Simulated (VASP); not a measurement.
# CoSn (P6/mmm) in VASP: notebook, part 2 of 3

VASP 6.6.1. The steps go on from the part before.

## (3) Single point, PBE (equal strain along all axes, cell held: -2.0 %)

Contents of INCAR:

```
SYSTEM = CoSn
PREC = Accurate
ENCUT = 520
EDIFF = 1E-6
ISMEAR = 0
SIGMA = 0.1
LREAL = .False.
LASPH = .True.
NELM = 60
ALGO = Fast
ISIF = 2
LWAVE = .False.
LCHARG = .False.
GGA = PE
NBANDS = 44
```

Contents of KPOINTS:

```
Automatic mesh
0
Gamma
  12 12 8
  0 0 0
```

Contents of POSCAR:

```
CoSn
1.0
    5.1906533706      0.0000000000      0.0000000000
   -2.5953266853      4.4952376812      0.0000000000
    0.0000000000      0.0000000000      4.1456819303
Co Sn
3 3
Direct
    0.0000000000      0.5000000000      0.0000000000
    0.5000000000      0.5000000000      0.0000000000
    0.5000000000      0.0000000000      0.0000000000
    0.6666666667      0.3333333333      0.5000000000
    0.3333333333      0.6666666667      0.5000000000
    0.0000000000      0.0000000000      0.0000000000
```

Potentials or basis: VASP PAW PBE potentials, release 64 (Co, Sn_d).

Command:

```
$ cat potpaw_PBE.64/Co/POTCAR potpaw_PBE.64/Sn_d/POTCAR > POTCAR
$ mpirun -np 1 vasp_std > vasp.out
```

OUTCAR:

```text
SYSTEM = CoSn
   PREC = Accurate
   ENCUT = 520
   EDIFF = 1E-6
   ISMEAR = 0
   LREAL = .False.
   LASPH = .True.
   NELM = 60
   ISIF = 2
   GGA = PE

 ion  position               nearest neighbor table
   1  0.000  0.500  0.000-   4 2.56   5 2.56   4 2.56   5 2.56   2 2.60   2 2.60   6 2.60   6 2.60
                             3 2.60   3 2.60
   2  0.500  0.500  0.000-   4 2.56   5 2.56   4 2.56   5 2.56   1 2.60   1 2.60   6 2.60   3 2.60
                             3 2.60   6 2.60
   3  0.500  0.000  0.000-   4 2.56   5 2.56   4 2.56   5 2.56   6 2.60   6 2.60   1 2.60   2 2.60
                             2 2.60   1 2.60
   4  0.667  0.333  0.500-   1 2.56   1 2.56   3 2.56   3 2.56   2 2.56   2 2.56   5 3.00   5 3.00
                             5 3.00   6 3.64   6 3.64   6 3.64   6 3.64   6 3.64   6 3.64
   5  0.333  0.667  0.500-   1 2.56   1 2.56   3 2.56   3 2.56   2 2.56   2 2.56   4 3.00   4 3.00
                             4 3.00   6 3.64   6 3.64   6 3.64   6 3.64   6 3.64   6 3.64
   6  0.000  0.000  0.000-   3 2.60   3 2.60   1 2.60   1 2.60   2 2.60   2 2.60   5 3.64   4 3.64
                             5 3.64   4 3.64   4 3.64   5 3.64   5 3.64   4 3.64   5 3.64   5 3.64

  LATTYP: Found a hexagonal cell.
 ALAT       =     5.1906533706
 C/A-ratio  =     0.7986820992

  Lattice vectors:

 A1 = (   5.1906533706,   0.0000000000,   0.0000000000)
 A2 = (  -2.5953266853,   4.4952376812,   0.0000000000)
 A3 = (   0.0000000000,   0.0000000000,   4.1456819303)

Analysis of symmetry for initial positions (statically):
=====================================================================
 Subroutine PRICEL returns:
 Original cell was already a primitive cell.

 Routine SETGRP: Setting up the symmetry group for a
 hexagonal supercell.

 Subroutine GETGRP returns: Found 24 space group operations
 (whereof 24 operations were pure point group operations)
 out of a pool of 24 trial point group operations.

The static configuration has the point symmetry D_6h.

Analysis of symmetry for dynamics (positions and initial velocities):
[... 144 lines left out ...]
   GGA     = PE    functional components
   LHFCALC =     F    Hartree Fock is set to
   AEXX    =    0.0000 exact exchange contribution
   IVDW    =     0    specifies the selected vdW correction
   LEPSILON=     F    determine dielectric tensor
   LRPA    =     F    only Hartree local field effects (RPA)
 non-spin polarized calculation
 RMM-DIIS sequential band-by-band and
 Gauss-broadening in eV      SIGMA  =   0.10
  energy-cutoff  :      520.00
  volume of cell :       96.73
 maximum number of plane-waves:      2631
 NGX is ok and might be reduce to    40
   NGX = 19   NGY = 19   NGZ = 15

 number of electron      68.9999984 magnetization

 Free energy of the ion-electron system (eV)
  ---------------------------------------------------
  ext. energy  EPLUGINS =         0.00000000
  ---------------------------------------------------
  free energy    TOTEN  =       -33.10252856 eV

  energy without entropy =      -33.09119313  energy(sigma->0) =      -33.09686085

 E-fermi :  10.5937     XC(G=0): -12.0257

 val. band max:       10.5837738993   @ k =   0.3333  -0.0000   0.1250
 cond. band min:      10.6207249300   @ k =   0.0833   0.0833   0.5000
 fundamental gap:      0.0369510308
 Fermi energy:        10.5937339272

 k-point     1 :       0.0000    0.0000    0.0000
  band No.  band energies     occupation
      1     -10.9265      2.00000
      2     -10.8104      2.00000
      3     -10.8104      2.00000
      4     -10.8087      2.00000
      5     -10.8087      2.00000
      6     -10.7226      2.00000
[... 1117 lines left out ...]
     43      15.6241      0.00000
     44      17.3881      0.00000

 [... further k-points ...]

------------------------ aborting loop because EDIFF is reached ----------------------------------------

  FORCE on cell =-STRESS in cart. coord.  units (eV):
  Direction    XX          YY          ZZ          XY          YZ          ZX
  --------------------------------------------------------------------------------------
  -------------------------------------------------------------------------------------
  Total        5.3161352      5.3161352      5.2693704      0.0000000     -0.0000000     -0.0000000
  in kB       88.0513321     88.0513321     87.2767659      0.0000000     -0.0000000     -0.0000000
  external PRESSURE =      87.7931434 kB  Pullay stress =       0.0000000 kB

 VOLUME and BASIS-vectors are now :
 -----------------------------------------------------------------------------
  energy-cutoff  :      520.00
  volume of cell :       96.73
      direct lattice vectors                 reciprocal lattice vectors
     5.190653371  0.000000000  0.000000000     0.192653974  0.111228824  0.000000000
    -2.595326685  4.495237681  0.000000000     0.000000000  0.222457648  0.000000000
     0.000000000  0.000000000  4.145681930     0.000000000  0.000000000  0.241214839

 POSITION                                       TOTAL-FORCE (eV/Angst)
 -----------------------------------------------------------------------------------
     -1.29766      2.24762      0.00000        -0.000000      0.000000      0.000000
      1.29766      2.24762      0.00000        -0.000000      0.000000      0.000000
      2.59533      0.00000      0.00000        -0.000000      0.000000      0.000000
      2.59533      1.49841      2.07284         0.000000      0.000000     -0.000000
     -0.00000      2.99683      2.07284         0.000000     -0.000000      0.000000
      0.00000      0.00000      0.00000        -0.000000      0.000000      0.000000
 -----------------------------------------------------------------------------------
    total drift:                               -0.000000      0.000000     -0.000000

  FREE ENERGIE OF THE ION-ELECTRON SYSTEM (eV)
  ---------------------------------------------------
  free  energy   TOTEN  =       -33.1025285607 eV

  energy  without entropy=      -33.0911931344  energy(sigma->0) =      -33.09686085
```

It took 4.3 min on 1 thread of Intel Xeon 6975P-C (Granite Rapids), shared host; peak memory 0.44 GiB.

Results:

* Free energy: -33.1025 eV
* Pressure: 8.8 GPa
* Band gap on the k mesh: zero (an odd number of electrons rules out a gap without spin polarisation)

Levels at points of the mesh, in eV from the Fermi level:
```csv
k point,band 32,band 33,band 34,band 35,band 36,band 37
"(0.00, 0.00, 0.00)",-0.45,-0.41,-0.41,0.57,0.74,1.48
"(0.50, 0.00, 0.00)",-0.43,-0.43,0.79,1.08,1.85,1.89
"(0.00, 0.00, 0.50)",-0.53,-0.51,-0.51,-0.40,-0.40,-0.16
"(0.50, 0.00, 0.50)",-0.71,-0.51,-0.45,-0.41,-0.10,0.46
```

Caveat: the cell differs from its parent crystal (equal strain along all axes, cell held: -2.0 %); the cell stands under pressure; spin-orbit coupling is left out, which moves the levels of the heavy elements; the run has no spin polarisation, though such a crystal can be magnetic.

## (4) Relaxation of cell and atoms, PBE, target pressure -2 GPa, at which the enthalpy is minimised

This run uses another cell than the first one, of 17.46 Å³/atom.

Contents of INCAR:

```
SYSTEM = CoSn
PREC = Accurate
ENCUT = 600
EDIFF = 1E-7
ISMEAR = 0
SIGMA = 0.1
LREAL = .False.
LASPH = .True.
NELM = 60
ALGO = Fast
ISIF = 3
LWAVE = .False.
LCHARG = .False.
GGA = PE
IBRION = 2
NSW = 70
EDIFFG = -0.008
PSTRESS = -20.0
```

Contents of KPOINTS:

```
regular mesh
0
Gamma
  12 12 8
  0 0 0
```

POSCAR, as its differences from that of step 3:

```diff
@@ -2,5 +2,5 @@
 1.0
-    5.1906533706      0.0000000000      0.0000000000
-   -2.5953266853      4.4952376812      0.0000000000
-    0.0000000000      0.0000000000      4.1456819303
+    5.3302625446      0.0000000000      0.0000000000
+   -2.6651312723      4.6161427724      0.0000000000
+    0.0000000000      0.0000000000      4.2571853269
 Co Sn
```

Potentials or basis: VASP PAW PBE potentials, release 64 (Co, Sn_d).

Command:

```
$ cat potpaw_PBE.64/Co/POTCAR potpaw_PBE.64/Sn_d/POTCAR > POTCAR
$ mpirun -np 1 vasp_std > vasp.out
```

OUTCAR:

```text
SYSTEM = CoSn
   PREC = Accurate
   ENCUT = 600
   EDIFF = 1E-7
   ISMEAR = 0
   LREAL = .False.
   LASPH = .True.
   NELM = 60
   ISIF = 3
   GGA = PE
   IBRION = 2
   NSW = 70
   EDIFFG = -0.008
   PSTRESS = -20.0

 ion  position               nearest neighbor table
   1  0.000  0.500  0.000-   4 2.63   5 2.63   4 2.63   5 2.63   3 2.67   6 2.67   6 2.67   3 2.67
                             2 2.67   2 2.67
   2  0.500  0.500  0.000-   4 2.63   5 2.63   4 2.63   5 2.63   3 2.67   6 2.67   3 2.67   6 2.67
                             1 2.67   1 2.67
   3  0.500  0.000  0.000-   4 2.63   5 2.63   4 2.63   5 2.63   1 2.67   2 2.67   2 2.67   1 2.67
                             6 2.67   6 2.67
   4  0.667  0.333  0.500-   3 2.63   3 2.63   1 2.63   1 2.63   2 2.63   2 2.63   5 3.08   5 3.08
                             5 3.08   6 3.74   6 3.74   6 3.74   6 3.74   6 3.74   6 3.74
   5  0.333  0.667  0.500-   3 2.63   3 2.63   1 2.63   1 2.63   2 2.63   2 2.63   4 3.08   4 3.08
                             4 3.08   6 3.74   6 3.74   6 3.74   6 3.74   6 3.74   6 3.74
[... 291 lines left out ...]

 E-fermi :   9.5345     XC(G=0): -11.6228

 val. band max:        9.5165796247   @ k =   0.3333   0.0000   0.1250
 cond. band min:       9.5625786419   @ k =   0.2500   0.0000   0.0000
 fundamental gap:      0.0459990172
 Fermi energy:         9.5344582505

 k-point     1 :       0.0000    0.0000    0.0000
  band No.  band energies     occupation
      1     -11.9695      2.00000
      2     -11.8585      2.00000
      3     -11.8585      2.00000
      4     -11.8170      2.00000
      5     -11.8170      2.00000
      6     -11.7166      2.00000
[... 1045 lines left out ...]
     40      12.9387      0.00000
     41      13.6874      0.00000

 [... further k-points ...]

------------------------ aborting loop because EDIFF is reached ----------------------------------------

  FORCE on cell =-STRESS in cart. coord.  units (eV):
  Direction    XX          YY          ZZ          XY          YZ          ZX
  --------------------------------------------------------------------------------------
  -------------------------------------------------------------------------------------
  Total       -1.2842935     -1.2842935     -1.3062624      0.0000000      0.0000000      0.0000000
  in kB      -19.7120376    -19.7120376    -20.0492294      0.0000000      0.0000000      0.0000000
  external PRESSURE =       0.1755652 kB  Pullay stress =     -20.0000000 kB
[... 25 lines left out ...]
  energy  without entropy=      -33.2365252819  energy(sigma->0) =      -33.24287470

  enthalpy is  TOTEN    =       -34.5522791229 eV   P V=       -1.3030549988

 reached required accuracy - stopping structural energy minimisation
```

OSZICAR:

```text
N       E                     dE             d eps       ncg     rms          rms(c)
DAV:   1     0.724208117910E+03    0.72421E+03   -0.35074E+04  7848   0.289E+03
[... 36 lines left out ...]
RMM:   4    -0.332492605478E+02    0.71409E-03   -0.17748E-03  8508   0.357E-01    0.443E-02
RMM:   5    -0.332492336177E+02    0.26930E-04   -0.24070E-04 11258   0.115E-01    0.205E-02
RMM:   6    -0.332492237140E+02    0.99037E-05   -0.53263E-05 10430   0.510E-02    0.108E-02
RMM:   7    -0.332492231130E+02    0.60096E-06   -0.13105E-05 10488   0.228E-02    0.325E-03
RMM:   8    -0.332492237588E+02   -0.64579E-06   -0.34043E-06 10624   0.129E-02    0.129E-03
RMM:   9    -0.332492240690E+02   -0.31024E-06   -0.10250E-06  6751   0.580E-03    0.450E-04
RMM:  10    -0.332492241241E+02   -0.55022E-07   -0.24312E-07  5344   0.371E-03
   3 F= -.34552279E+02 E0= -.34545930E+02  d E =-.456402E-03
```

CONTCAR:

```text
CoSn
   1.00000000000000
     5.3244813949911816    0.0000000000000000    0.0000000000000000
    -2.6622406974955908    4.6111361499766499   -0.0000000000000000
    -0.0000000000000000    0.0000000000000000    4.2516555626189216
  Co              Sn
     3     3
Direct
     0.0000000000000000    0.5000000000000000    0.0000000000000000
     0.5000000000000000    0.5000000000000000    0.0000000000000000
     0.5000000000000000    1.0000000000000000    0.0000000000000000
     0.6666666667000030    0.3333333332999970    0.5000000000000000
     0.3333333332999970    0.6666666667000030    0.5000000000000000
     0.0000000000000000    1.0000000000000000    0.0000000000000000

  0.00000000E+00  0.00000000E+00  0.00000000E+00
  0.00000000E+00  0.00000000E+00  0.00000000E+00
  0.00000000E+00  0.00000000E+00  0.00000000E+00
  0.00000000E+00  0.00000000E+00  0.00000000E+00
  0.00000000E+00  0.00000000E+00  0.00000000E+00
  0.00000000E+00  0.00000000E+00  0.00000000E+00
```

Run time: 15 min. Hardware: 1 thread of Intel Xeon 6975P-C (Granite Rapids), shared host; peak memory 0.57 GiB.

Results:

* Free energy: -33.2492 eV
* Relaxed volume: 17.40 Å³/atom
* Relaxed cell: a = 5.324 Å, b = 5.324 Å, c = 4.252 Å, α = 90.00°, β = 90.00°, γ = 120.00°
* Space group after relaxing (to 0.1 Å): P6/mmm (No. 191)
* Energy change on relaxing (the run minimises the enthalpy): -0.8 meV/atom
* Ionic steps: 3
* Pressure after relaxing: -2.0 GPa
* Band gap on the k mesh: zero (an odd number of electrons rules out a gap without spin polarisation)

Step by step:
```csv
step,energy change (eV),largest force (eV/Å),pressure (GPa),volume (Å³)
1,0.0000,0.0000,-2.39,104.75
2,-0.0083,0.0000,-1.67,104.10
3,-0.0050,0.0000,-1.98,104.39
```

Final structure:
```
Co Sn
1.0
     5.32448    0.00000    0.00000
    -2.66224    4.61114    0.00000
     0.00000    0.00000    4.25166
Co Sn
3 3
Direct
  0.00000 0.50000 0.00000
  0.50000 0.50000 0.00000
  0.50000 0.00000 0.00000
  0.66667 0.33333 0.50000
  0.33333 0.66667 0.50000
  0.00000 0.00000 0.00000
```

Caveat: the cell is relaxed towards a set pressure, so the run minimises the enthalpy, not the energy; spin-orbit coupling is left out, which moves the levels of the heavy elements; the run has no spin polarisation, though such a crystal can be magnetic. Spin polarisation is off, so any magnetic state and its effect on volume and gap are missing.

## (5) Single point, PBE

This run uses another cell than the first one, of 17.13 Å³/atom.

Contents of INCAR:

```
SYSTEM = CoSn
ALGO     = Fast           ! electronic algorithm
EDIFF    = 1E-6           ! SCF threshold, eV
ENCUT    = 520            ! plane-wave cutoff, eV
GGA      = PE             ! functional
ISIF     = 2              ! what is computed and relaxed
ISMEAR   = 0              ! smearing method
LASPH    = .True.         ! aspherical terms in the spheres
LCHARG   = .False.        ! write CHGCAR
LREAL    = .False.        ! projectors in reciprocal space
LWAVE    = .False.        ! write WAVECAR
NBANDS   = 44             ! bands
NELM     = 60             ! most SCF steps
PREC     = Accurate       ! precision mode
SIGMA    = 0.1            ! smearing width, eV
```

Contents of KPOINTS:

```
k-points
0
Gamma
  12 12 8
  0 0 0
```

POSCAR, as its differences from that of step 4:

```diff
@@ -2,5 +2,5 @@
 1.0
-    5.3302625446      0.0000000000      0.0000000000
-   -2.6651312723      4.6161427724      0.0000000000
-    0.0000000000      0.0000000000      4.2571853269
+    5.2965850012      0.0000000000      0.0000000000
+   -2.6482925006      4.5869771644      0.0000000000
+    0.0000000000      0.0000000000      4.2302876765
 Co Sn
```

Command:

```
$ cat potpaw_PBE.64/Co/POTCAR potpaw_PBE.64/Sn_d/POTCAR > POTCAR
$ mpirun -np 1 vasp_std > vasp.out
```

It took 3.5 min on 1 thread of Intel Xeon 6975P-C (Granite Rapids), shared host; peak memory 0.46 GiB.

The run converged. Its results:

- Free energy: -33.2597 eV
- Pressure: -0.1 GPa
- Band gap on the k mesh: zero (an odd number of electrons rules out a gap without spin polarisation)

Levels at points of the mesh, in eV from the Fermi level:
| k point | band 30 | band 31 | band 32 | band 33 | band 34 | band 35 | band 36 | band 37 | band 38 | band 39 |
| --- | --- | --- | --- | --- | --- | --- | --- | --- | --- | --- |
| (0.00, 0.00, 0.00) | -0.43 | -0.42 | -0.42 | -0.39 | -0.39 | 0.51 | 0.60 | 1.36 | 1.36 | 2.93 |
| (0.50, 0.00, 0.00) | -0.91 | -0.62 | -0.40 | -0.40 | 0.72 | 1.01 | 1.65 | 1.79 | 2.45 | 3.30 |
| (0.00, 0.00, 0.50) | -0.90 | -0.90 | -0.48 | -0.47 | -0.47 | -0.38 | -0.38 | -0.11 | 0.52 | 1.21 |
| (0.50, 0.00, 0.50) | -1.16 | -0.92 | -0.67 | -0.47 | -0.41 | -0.38 | -0.13 | 0.45 | 1.25 | 3.91 |

Caveat: spin-orbit coupling is left out, which moves the levels of the heavy elements; the run has no spin polarisation, though such a crystal can be magnetic. Spin polarisation is off, so any magnetic state and its effect on volume and gap are missing.

(Part 2 of 3 ends here.)

The gap in the log of VASP goes by the Fermi energy; the results here count the filled bands.